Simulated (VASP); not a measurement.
# Te2Mo in VASP: single point with LDA

Aim: the single point of Te2Mo with LDA.

Everything below comes from runs of VASP 6.6.1. Logs are shortened: lines on timing, memory, paths and dates and some standing lists are left out, and cuts for length are marked.

### Step 1. The cell of the first run

The cell holds a slab with vacuum, 6 atoms: a = 6.276 Å, b = 3.351 Å, c = 35.824 Å, α = 90.00°, β = 90.04°, γ = 90.00°.

### Step 2. Single point, LDA

INCAR reads:

```
SYSTEM = Te2Mo
PREC = Accurate
ENCUT = 520
EDIFF = 1E-6
ISMEAR = -1
SIGMA = 0.15
LREAL = .False.
LASPH = .True.
NELM = 80
ALGO = Normal
ISIF = 2
LWAVE = .False.
LCHARG = .True.
GGA = CA
LELF = .True.
LVHAR = .True.
NBANDS = 35
```

KPOINTS reads:

```
regular mesh
0
Gamma
  6 10 1
  0 0 0
```

POSCAR reads:

```
Te2Mo
1.0
    6.2761359568      0.0000000000      0.0051805396
    0.0000000000      3.3507297091      0.0000000000
   -0.0549143547      0.0000000000     35.8237407842
Te Mo
4 2
Direct
    0.0765590714      0.7500000000      0.4429000197
    0.9234409286      0.2500000000      0.5570999803
    0.5678968383      0.2500000000      0.4587729709
    0.4321031617      0.7500000000      0.5412270291
    0.8175848979      0.7500000000      0.5023496556
    0.1824151021      0.2500000000      0.4976503444
```

Potentials or basis: VASP PAW LDA potentials, release 64 (Te, Mo_sv).

Command:

```sh
> cat potpaw_LDA.64/Te/POTCAR potpaw_LDA.64/Mo_sv/POTCAR > POTCAR
> mpirun -np 1 vasp_std > vasp.out
```

OUTCAR:

```text
SYSTEM = Te2Mo
   PREC = Accurate
   ENCUT = 520
   EDIFF = 1E-6
   ISMEAR = -1
   LREAL = .False.
   LASPH = .True.
   NELM = 80
   ISIF = 2
   GGA = CA

 ion  position               nearest neighbor table
   1  0.077  0.750  0.443-   6 2.66   6 2.66   5 2.68   3 3.55   3 3.55   3 3.65   3 3.65
   2  0.923  0.250  0.557-   5 2.66   5 2.66   6 2.68   4 3.55   4 3.55   4 3.65   4 3.65
   3  0.568  0.250  0.459-   5 2.77   5 2.77   6 2.79   4 3.50   4 3.50   1 3.55   1 3.55   1 3.65
                             1 3.65
   4  0.432  0.750  0.541-   6 2.77   6 2.77   5 2.79   3 3.50   3 3.50   2 3.55   2 3.55   2 3.65
                             2 3.65
   5  0.818  0.750  0.502-   2 2.66   2 2.66   1 2.68   3 2.77   3 2.77   4 2.79   6 2.84   6 2.84

   6  0.182  0.250  0.498-   1 2.66   1 2.66   2 2.68   4 2.77   4 2.77   3 2.79   5 2.84   5 2.84

  LATTYP: Found a simple monoclinic cell.
 ALAT       =     6.2761380949
 B/A-ratio  =     0.5338839998
 C/A-ratio  =     5.7079341359
 COS(beta)  =    -0.0007074683

  Lattice vectors:

 A1 = (   6.2761359568,   0.0000000000,   0.0051805396)
 A2 = (   0.0000000000,   3.3507297091,   0.0000000000)
 A3 = (  -0.0549143547,   0.0000000000,  35.8237407842)

Analysis of symmetry for initial positions (statically):
=====================================================================
 Subroutine PRICEL returns:
 Original cell was already a primitive cell.

 Routine SETGRP: Setting up the symmetry group for a
 simple monoclinic supercell.

 Subroutine GETGRP returns: Found  4 space group operations
 (whereof  2 operations were pure point group operations)
 out of a pool of  4 trial point group operations.

The static configuration has the point symmetry S_2 .
 The point group associated with its full space group is C_2h.

Analysis of symmetry for dynamics (positions and initial velocities):
=====================================================================
 Subroutine PRICEL returns:
 Original cell was already a primitive cell.

 Routine SETGRP: Setting up the symmetry group for a
 simple monoclinic supercell.

 Subroutine GETGRP returns: Found  4 space group operations
 (whereof  2 operations were pure point group operations)
 out of a pool of  4 trial point group operations.

The dynamic configuration has the point symmetry S_2 .
 The point group associated with its full space group is C_2h.

[... 97 lines left out ...]
   ISTART =      0    job   : 0-new  1-cont  2-samecut
   ICHARG =      2    charge: 1-file 2-atom 10-const
   ISPIN  =      1    spin polarized calculation?
   LNONCOLLINEAR =      F non collinear calculations
   LSORBIT =      F    spin-orbit coupling
   LASPH  =      T    aspherical Exc in radial PAW
   ENCUT  =  520.0 eV  38.22 Ry    6.18 a.u.  11.67  6.23 66.61*2*pi/ulx,y,z
   NELM   =     80;   NELMIN=  2; NELMDL= -5     # of ELM steps
   EDIFF  = 0.1E-05   stopping-criterion for ELM
   LREAL  =      F    real-space projection
[... 7 lines left out ...]
   TEBEG  =    0.0;   TEEND  =   0.0 temperature during run
   PSTRESS=    0.0 pullay stress
   NELECT =      52.0000    total number of electrons
   NUPDOWN=      -1.0000    fix difference up-down
   EMIN   =  10.00;   EMAX   =-10.00  energy-range for DOS
   EFERMI =   0.00;   METHOD = LEGACY
   ISMEAR =    -1;   SIGMA  =   0.15  broadening in eV -4-tet -1-fermi 0-gaus
   EFERMI_NEDOS =   21; number of points for ismear=-14 and -15
   IALGO  =     38    algorithm
   IMIX   =      4    mixing-type and parameters
     AMIX     =   0.40;   BMIX     =  1.00
     AMIX_MAG =   1.60;   BMIX_MAG =  1.00
  volume/ion in A,a.u.               =     125.56       847.32
  Fermi-wavevector in a.u.,A,eV,Ry     =   0.671545  1.269035  6.135849  0.450972
  Thomas-Fermi vector in A             =   1.747396
   LORBIT       =      0    0 simple, 1 ext, 2 COOP (PROOUT), +10 PAW based schemes
   GGA     = CA    functional components
   LHFCALC =     F    Hartree Fock is set to
   AEXX    =    0.0000 exact exchange contribution
   IVDW    =     0    specifies the selected vdW correction
   LEPSILON=     F    determine dielectric tensor
   LRPA    =     F    only Hartree local field effects (RPA)
 non-spin polarized calculation
  energy-cutoff  :      520.00
  volume of cell :      753.36
 maximum number of plane-waves:     20334
 NGX is ok and might be reduce to    48
   NGX = 23   NGY = 13   NGZ =133

 number of electron      52.0000004 magnetization

 Free energy of the ion-electron system (eV)
  ---------------------------------------------------
  ext. energy  EPLUGINS =         0.00000000
  ---------------------------------------------------
  free energy    TOTEN  =       -40.90968038 eV

  energy without entropy =      -40.77264565  energy(sigma->0) =      -40.84116302

 E-fermi :  -2.1818     XC(G=0):  -2.4278

 val. band max:       -2.2072423471   @ k =   0.0000   0.2000   0.0000
 cond. band min:      -2.1267415543   @ k =   0.0000   0.1000   0.0000
 fundamental gap:      0.0805007927
 Fermi energy:        -2.1817712232

 k-point     1 :       0.0000    0.0000    0.0000
  band No.  band energies     occupation
      1     -62.8037      2.00000
      2     -62.7292      2.00000
      3     -37.2902      2.00000
      4     -37.1699      2.00000
      5     -37.1597      2.00000
      6     -37.0304      2.00000
[... 901 lines left out ...]
     34       1.4257      0.00000
     35       2.4882      0.00000

------------------------ aborting loop because EDIFF is reached ----------------------------------------

  FORCE on cell =-STRESS in cart. coord.  units (eV):
  Direction    XX          YY          ZZ          XY          YZ          ZX
  --------------------------------------------------------------------------------------
  -------------------------------------------------------------------------------------
  Total        0.2783600      0.2051888      0.2991371      0.0000000      0.0000000      0.0081581
  in kB        0.5919898      0.4363762      0.6361766      0.0000000      0.0000000      0.0173499
  external PRESSURE =       0.5548475 kB  Pullay stress =       0.0000000 kB

 VOLUME and BASIS-vectors are now :
 -----------------------------------------------------------------------------
  energy-cutoff  :      520.00
  volume of cell :      753.36
      direct lattice vectors                 reciprocal lattice vectors
     6.276135957  0.000000000  0.005180540     0.159333504  0.000000000  0.000244243
     0.000000000  3.350729709  0.000000000     0.000000000  0.298442455  0.000000000
    -0.054914355  0.000000000 35.823740784    -0.000023042  0.000000000  0.027914414

 POSITION                                       TOTAL-FORCE (eV/Angst)
 -----------------------------------------------------------------------------------
      0.45617      2.51305     15.86673        -0.000345      0.000000     -0.054347
      5.76505      0.83768     19.96219         0.000345      0.000000      0.054347
      3.53900      0.83768     16.43791        -0.003490      0.000000     -0.035329
      2.68222      2.51305     19.39102         0.003490      0.000000      0.035329
      5.10369      2.51305     18.00028        -0.027202      0.000000     -0.004212
      1.11753      0.83768     17.82864         0.027202      0.000000      0.004212
 -----------------------------------------------------------------------------------
    total drift:                                0.000000      0.000000      0.000000

  FREE ENERGIE OF THE ION-ELECTRON SYSTEM (eV)
  ---------------------------------------------------
  free  energy   TOTEN  =       -40.9096803837 eV

  energy  without entropy=      -40.7726456491  energy(sigma->0) =      -40.84116302
```

stdout:

```text
POSCAR found type information on POSCAR TeMo
 POSCAR found :  2 types and       6 ions
 scaLAPACK will be used
 LDA part: xc-table for (Slater(with rela. corr.)+CA(PZ))
 , standard interpolation
 POSCAR, INCAR and KPOINTS ok, starting setup
 FFT: planning ... GRIDC
 FFT: planning ... GRID_SOFT
 FFT: planning ... GRID
 WAVECAR not read
 entering main loop
```

It took 19 min on 1 thread of Intel Xeon Platinum 8259CL at 2.50GHz (Skylake/Cascade Lake), shared host; peak memory 0.89 GiB.

Results:

| Quantity | Value |
| --- | --- |
| Free energy | -40.9097 eV |
| Largest force | 0.054 eV/Å |
| Band gap on the k mesh | zero (bands 26 and 27 overlap by 0.55 eV) |

Forces on the atoms (eV/Å):
```
Te   0.000  0.000 -0.054
Te   0.000  0.000  0.054
Te  -0.003  0.000 -0.035
Te   0.003  0.000  0.035
Mo  -0.027  0.000 -0.004
Mo   0.027  0.000  0.004
```

Caveat: there is no dipole correction, which matters where the two faces differ; spin-orbit coupling is left out, which moves the levels of the heavy elements.

The gap in the log of VASP goes by the Fermi energy; the results here count the filled bands.